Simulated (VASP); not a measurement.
# TiCo3 (Pm-3m) in VASP: a series of runs

The runs below take TiCo3 through single point, with PBEsol.

Everything below comes from runs of VASP 6.6.1. Logs are shortened: lines on timing, memory, paths and dates and some standing lists are left out, and cuts for length are marked.

## Step 1: The cell of the first run

The structure is cubic, space group Pm-3m (No. 221). Conventional cell: a = 3.456 Å, b = 3.456 Å, c = 3.456 Å, α = 90.00°, β = 90.00°, γ = 90.00°. Within 3.2 Å of Ti (site symmetry m-3m) lie 12 Co at 2.44 Å. Co (site symmetry 4/mmm) has 4 Ti at 2.44 Å and 8 Co at 2.44 Å within 3.2 Å.

## Step 2: Single point, PBEsol, collinear spin, ferromagnetic start (volume scaled by 0.94)

The input, INCAR:

```
PREC = Accurate
ENCUT = 520
EDIFF = 1E-7
ISMEAR = 0
SIGMA = 0.1
LREAL = False
LASPH = True
NELM = 150
ALGO = Normal
ISIF = 2
LWAVE = False
LCHARG = False
ISPIN = 2
MAGMOM = 0 0.3 0.3 0.3
LORBIT = 11
LMAXMIX = 4
GGA = PS
NBANDS = 32
```

The input, KPOINTS:

```
regular mesh
0
Gamma
  12 12 12
```

The input, POSCAR:

```
TiCo3
1.0
    3.4563635693      0.0000000000      0.0000000000
    0.0000000000      3.4563635693      0.0000000000
    0.0000000000      0.0000000000      3.4563635693
Ti Co
1 3
Direct
    0.0000000000      0.0000000000      0.0000000000
    0.0000000000      0.5000000000      0.5000000000
    0.5000000000      0.0000000000      0.5000000000
    0.5000000000      0.5000000000      0.0000000000
```

Potentials or basis: VASP PAW PBE potentials, release 64 (Ti_sv, Co).

On the command line:

```sh
$ cat potpaw_PBE.64/Ti_sv/POTCAR potpaw_PBE.64/Co/POTCAR > POTCAR
$ mpirun -np 1 vasp_std > vasp.out
```

OUTCAR:

```text
PREC = Accurate
   ENCUT = 520
   EDIFF = 1E-7
   ISMEAR = 0
   LREAL = False
   LASPH = True
   NELM = 150
   ISIF = 2
   ISPIN = 2
   LORBIT = 11
   GGA = PS

 ion  position               nearest neighbor table
   1  0.000  0.000  0.000-   2 2.44   3 2.44   4 2.44   2 2.44   3 2.44   2 2.44   4 2.44   2 2.44
                             3 2.44   4 2.44   3 2.44   4 2.44
   2  0.000  0.500  0.500-   1 2.44   3 2.44   4 2.44   1 2.44   4 2.44   1 2.44   3 2.44   1 2.44
                             3 2.44   4 2.44   4 2.44   3 2.44
   3  0.500  0.000  0.500-   1 2.44   2 2.44   4 2.44   1 2.44   4 2.44   2 2.44   4 2.44   4 2.44
                             1 2.44   2 2.44   1 2.44   2 2.44
   4  0.500  0.500  0.000-   1 2.44   2 2.44   3 2.44   2 2.44   3 2.44   1 2.44   3 2.44   3 2.44
                             1 2.44   2 2.44   2 2.44   1 2.44

  LATTYP: Found a simple cubic cell.
 ALAT       =     3.4563635693

  Lattice vectors:

 A1 = (   3.4563635693,   0.0000000000,   0.0000000000)
 A2 = (   0.0000000000,   3.4563635693,   0.0000000000)
 A3 = (   0.0000000000,   0.0000000000,   3.4563635693)

Analysis of symmetry for initial positions (statically):
=====================================================================
 Subroutine PRICEL returns:
 Original cell was already a primitive cell.

 Routine SETGRP: Setting up the symmetry group for a
 simple cubic supercell.

 Subroutine GETGRP returns: Found 48 space group operations
 (whereof 48 operations were pure point group operations)
 out of a pool of 48 trial point group operations.

The static configuration has the point symmetry O_h .

Analysis of symmetry for dynamics (positions and initial velocities):
=====================================================================
 Subroutine PRICEL returns:
 Original cell was already a primitive cell.

 Routine SETGRP: Setting up the symmetry group for a
 simple cubic supercell.

 Subroutine GETGRP returns: Found 48 space group operations
 (whereof 48 operations were pure point group operations)
 out of a pool of 48 trial point group operations.

The dynamic configuration has the point symmetry O_h .

Analysis of structural, dynamic, and magnetic symmetry:
=====================================================================
 Subroutine PRICEL returns:
 Original cell was already a primitive cell.

 Routine SETGRP: Setting up the symmetry group for a
 simple cubic supercell.

 Subroutine GETGRP returns: Found 48 space group operations
 (whereof 48 operations were pure point group operations)
 out of a pool of 48 trial point group operations.

The overall configuration has the point symmetry O_h .

 Subroutine INISYM returns: Found 48 space group operations
 (whereof 48 operations are pure point group operations),
 and found     1 'primitive' translations

----------------------------------------------------------------------------------------

                                     Primitive cell

  volume of cell :      41.2913

  direct lattice vectors                    reciprocal lattice vectors
     3.456363569  0.000000000  0.000000000     0.289321415  0.000000000  0.000000000
     0.000000000  3.456363569  0.000000000     0.000000000  0.289321415  0.000000000
     0.000000000  0.000000000  3.456363569     0.000000000  0.000000000  0.289321415

  length of vectors
     3.456363569  3.456363569  3.456363569     0.289321415  0.289321415  0.289321415

  position of ions in fractional coordinates (direct lattice)
     0.000000000  0.000000000  0.000000000
     0.000000000  0.500000000  0.500000000
     0.500000000  0.000000000  0.500000000
     0.500000000  0.500000000  0.000000000

  ion indices of the primitive-cell ions
   primitive index   ion index
                 1           1
                 2           2
                 3           3
                 4           4

----------------------------------------------------------------------------------------

 KPOINTS: regular mesh

Automatic generation of k-mesh.
 Grid dimensions read from file:
 generate k-points for:   12   12   12

 Generating k-lattice:

  Cartesian coordinates                     Fractional coordinates (reciprocal lattice)
     0.024110118  0.000000000  0.000000000     0.083333333  0.000000000  0.000000000
     0.000000000  0.024110118  0.000000000     0.000000000  0.083333333  0.000000000
     0.000000000  0.000000000  0.024110118     0.000000000  0.000000000  0.083333333

  Length of vectors
     0.024110118  0.024110118  0.024110118

  Shift w.r.t. Gamma in fractional coordinates (k-lattice)
     0.000000000  0.000000000  0.000000000

 Subroutine IBZKPT returns following result:
 ===========================================

 Found     84 irreducible k-points:

 Following reciprocal coordinates:
            Coordinates               Weight
  0.000000  0.000000  0.000000      1.000000
  0.083333  0.000000  0.000000      6.000000
  0.166667  0.000000  0.000000      6.000000
  0.250000  0.000000  0.000000      6.000000
  0.333333  0.000000  0.000000      6.000000
  0.416667  0.000000  0.000000      6.000000
[... 16 lines left out ...]
  0.333333  0.333333  0.000000     12.000000
  0.416667  0.333333  0.000000     24.000000
 [... further k-points ...]
   k-points           NKPTS =     84   k-points in BZ     NKDIM =     84   number of bands    NBANDS=     32
   number of dos      NEDOS =    301   number of ions     NIONS =      4
   total plane-waves  NPLWV =  21952
   dimension x,y,z NGX =    28 NGY =   28 NGZ =   28
   dimension x,y,z NGXF=    56 NGYF=   56 NGZF=   56
   ions per type =               1   3
   NGX,Y,Z   is equivalent  to a cutoff of  13.47, 13.47, 13.47 a.u.
   NGXF,Y,Z  is equivalent  to a cutoff of  26.94, 26.94, 26.94 a.u.
 SYSTEM =  unknown system
   PREC   = accura    normal or accurate (medium, high low for compatibility)
   ISTART =      0    job   : 0-new  1-cont  2-samecut
   ICHARG =      2    charge: 1-file 2-atom 10-const
   ISPIN  =      2    spin polarized calculation?
   LNONCOLLINEAR =      F non collinear calculations
   LSORBIT =      F    spin-orbit coupling
   LASPH  =      T    aspherical Exc in radial PAW
   ENCUT  =  520.0 eV  38.22 Ry    6.18 a.u.   6.43  6.43  6.43*2*pi/ulx,y,z
   NELM   =    150;   NELMIN=  2; NELMDL= -5     # of ELM steps
   EDIFF  = 0.1E-06   stopping-criterion for ELM
   LREAL  =      F    real-space projection
   EDIFFG = 0.1E-05   stopping-criterion for IOM
   NSW    =      0    number of steps for IOM
   IBRION =     -1    ionic relax: 0-MD 1-quasi-New 2-CG
   NFREE  =      0    steps in history (QN), initial steepest desc. (CG)
   ISIF   =      2    stress and relaxation
   ISYM   =      2    0-nonsym 1-usesym 2-fastsym
   POTIM  = 0.5000    time-step for ionic-motion
   TEBEG  =    0.0;   TEEND  =   0.0 temperature during run
   PSTRESS=    0.0 pullay stress
   NELECT =      39.0000    total number of electrons
   NUPDOWN=      -1.0000    fix difference up-down
   EMIN   =  10.00;   EMAX   =-10.00  energy-range for DOS
   EFERMI =   0.00;   METHOD = LEGACY
   ISMEAR =     0;   SIGMA  =   0.10  broadening in eV -4-tet -1-fermi 0-gaus
   EFERMI_NEDOS =   21; number of points for ismear=-14 and -15
   IALGO  =     38    algorithm
   IMIX   =      4    mixing-type and parameters
     AMIX     =   0.40;   BMIX     =  1.00
     AMIX_MAG =   1.60;   BMIX_MAG =  1.00
  volume/ion in A,a.u.               =      10.32        69.66
  Fermi-wavevector in a.u.,A,eV,Ry     =   1.606239  3.035352 35.103100  2.580005
  Thomas-Fermi vector in A             =   2.702459
   LORBIT       =     11    0 simple, 1 ext, 2 COOP (PROOUT), +10 PAW based schemes
   GGA     = PS    functional components
   LHFCALC =     F    Hartree Fock is set to
   AEXX    =    0.0000 exact exchange contribution
   IVDW    =     0    specifies the selected vdW correction
   LEPSILON=     F    determine dielectric tensor
   LRPA    =     F    only Hartree local field effects (RPA)
 spin polarized calculation
 Gauss-broadening in eV      SIGMA  =   0.10
  energy-cutoff  :      520.00
  volume of cell :       41.29
 maximum number of plane-waves:      1141
 NGX is ok and might be reduce to    28
   NGX = 13   NGY = 13   NGZ = 13

 number of electron      38.9999980 magnetization       0.1894205

 Free energy of the ion-electron system (eV)
  ---------------------------------------------------
  ext. energy  EPLUGINS =         0.00000000
  ---------------------------------------------------
  free energy    TOTEN  =       -32.60947844 eV

  energy without entropy =      -32.58307297  energy(sigma->0) =      -32.59627570

 E-fermi :  11.5759     XC(G=0): -14.0352

 val. band max:       11.5713518537   @ k =   0.0833   0.0833   0.0000
 cond. band min:      11.5774131085   @ k =   0.4167   0.4167   0.3333
 fundamental gap:      0.0060612548
 Fermi energy:        11.5758852343

 spin component 1

 k-point     1 :       0.0000    0.0000    0.0000
  band No.  band energies     occupation
      1     -44.3655      1.00000
      2     -20.7493      1.00000
      3     -20.7493      1.00000
      4     -20.7493      1.00000
      5       3.1050      1.00000
      6       6.6739      1.00000
[... 805 lines left out ...]
     30      24.6374      0.00000
     31      25.1914      0.00000

 [... further k-points ...]

 spin component 2

 k-point     1 :       0.0000    0.0000    0.0000
  band No.  band energies     occupation
      1     -44.3830      1.00000
      2     -20.7669      1.00000
      3     -20.7669      1.00000
      4     -20.7669      1.00000
      5       3.1096      1.00000
      6       6.7066      1.00000
[... 805 lines left out ...]
     30      24.6608      0.00000
     31      25.2045      0.00000

 [... further k-points ...]

 [bands above 31 left out]

------------------------ aborting loop because EDIFF is reached ----------------------------------------

  FORCE on cell =-STRESS in cart. coord.  units (eV):
  Direction    XX          YY          ZZ          XY          YZ          ZX
  --------------------------------------------------------------------------------------
  -------------------------------------------------------------------------------------
  Total        4.0442962      4.0442962      4.0442962     -0.0000000     -0.0000000     -0.0000000
  in kB      156.9261344    156.9261344    156.9261344     -0.0000000     -0.0000000     -0.0000000
  external PRESSURE =     156.9261344 kB  Pullay stress =       0.0000000 kB

 VOLUME and BASIS-vectors are now :
 -----------------------------------------------------------------------------
  energy-cutoff  :      520.00
  volume of cell :       41.29
      direct lattice vectors                 reciprocal lattice vectors
     3.456363569  0.000000000  0.000000000     0.289321415  0.000000000  0.000000000
     0.000000000  3.456363569  0.000000000     0.000000000  0.289321415  0.000000000
     0.000000000  0.000000000  3.456363569     0.000000000  0.000000000  0.289321415

 POSITION                                       TOTAL-FORCE (eV/Angst)
 -----------------------------------------------------------------------------------
      0.00000      0.00000      0.00000         0.000000      0.000000      0.000000
      0.00000      1.72818      1.72818         0.000000      0.000000      0.000000
      1.72818      0.00000      1.72818         0.000000      0.000000      0.000000
      1.72818      1.72818      0.00000         0.000000      0.000000      0.000000
 -----------------------------------------------------------------------------------
    total drift:                                0.000000      0.000000      0.000000

  FREE ENERGIE OF THE ION-ELECTRON SYSTEM (eV)
  ---------------------------------------------------
  free  energy   TOTEN  =       -32.6094784412 eV

  energy  without entropy=      -32.5830729680  energy(sigma->0) =      -32.59627570

 total charge

# of ion       s       p       d       tot
------------------------------------------
    1        2.299   6.241   2.076  10.616
    2        0.559   0.604   7.404   8.566
    3        0.559   0.604   7.404   8.566
    4        0.559   0.604   7.404   8.566
--------------------------------------------------
tot          3.975   8.052  24.288  36.315

 magnetization (x)

# of ion       s       p       d       tot
------------------------------------------
    1       -0.000  -0.002  -0.019  -0.020
    2       -0.000  -0.000   0.071   0.070
    3       -0.000  -0.000   0.071   0.070
    4       -0.000  -0.000   0.071   0.070
--------------------------------------------------
tot         -0.001  -0.002   0.193   0.190
```

Wall time 3.6 min (1 thread of Oxide Virtual Turin-like, shared host); peak memory 0.26 GiB.

What came out:

* Free energy: -32.6095 eV
* Pressure: 15.7 GPa
* Net moment: 0.19 μB per cell
* Site moments: Ti -0.02; Co +0.07 μB
* Valence electrons inside the program's atomic spheres: Ti 10.62; Co 8.57

Levels at points of the mesh, in eV from the Fermi level:
Spin up:
| k point | band 16 | band 17 | band 18 | band 19 | band 20 | band 21 | band 22 | band 23 | band 24 | band 25 |
| --- | --- | --- | --- | --- | --- | --- | --- | --- | --- | --- |
| (0.00, 0.00, 0.00) | -0.10 | 0.50 | 0.79 | 0.79 | 0.79 | 2.87 | 2.87 | 3.68 | 3.68 | 3.68 |
| (0.50, 0.00, 0.00) | -0.85 | -0.66 | -0.66 | -0.59 | 0.08 | 0.79 | 1.33 | 1.33 | 2.16 | 2.75 |
| (0.50, 0.50, 0.00) | -1.45 | -1.04 | -0.94 | -0.94 | -0.45 | -0.41 | 1.91 | 1.91 | 2.51 | 2.51 |
| (0.50, 0.50, 0.50) | -1.10 | -0.12 | 0.54 | 0.54 | 0.54 | 1.03 | 1.03 | 1.03 | 2.48 | 2.48 |
Spin down:
| k point | band 18 | band 19 | band 20 | band 21 | band 22 | band 23 |
| --- | --- | --- | --- | --- | --- | --- |
| (0.00, 0.00, 0.00) | 0.86 | 0.86 | 0.86 | 2.90 | 2.90 | 3.69 |
| (0.50, 0.00, 0.00) | -0.61 | -0.51 | 0.19 | 0.86 | 1.34 | 1.34 |
| (0.50, 0.50, 0.00) | -0.84 | -0.84 | -0.39 | -0.35 | 1.91 | 1.91 |
| (0.50, 0.50, 0.50) | 0.61 | 0.61 | 0.61 | 1.03 | 1.03 | 1.03 |

Caveat: the PAW data sets were made with another functional, which shifts forces and pressure a little.

(Part 1 of 2 ends here.)
